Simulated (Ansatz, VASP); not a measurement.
# KCl in VASP and in Ansatz

```
K Cl
1.0
     3.83757    0.00000    0.00000
     0.00000    3.83757    0.00000
     0.00000    0.00000    3.83757
K Cl
1 1
Direct
  0.00000 0.00000 0.00000
  0.50000 0.50000 0.50000
```

Alike in both runs: task single point; functional HSE06; k mesh 6 × 6 × 6; occupations gaussian, width 0.02 eV; no spin polarisation.

|  | VASP | Ansatz |
| --- | --- | --- |
| version | VASP 6.6.1 | Ansatz 0.2.0 |
| potentials or method | VASP PAW PBE potentials, release 64 (K_sv, Cl), cutoff 520 eV | scalar-relativistic, plane waves, PAW |
| valence electrons in the cell | 16 | 16 |

|  | VASP | Ansatz | Ansatz less VASP |
| --- | --- | --- | --- |
| gap on the k mesh at the Fermi level (eV) | 6.12 | 6.12 | +0.001 |
| least direct gap on the mesh (eV) | 6.34 | 6.34 | 0.000 |
| pressure (GPa) | -0.4 | -0.4 | -0.01 |

Ansatz's warnings: stress exchange threshold loose, stress scf threshold loose.
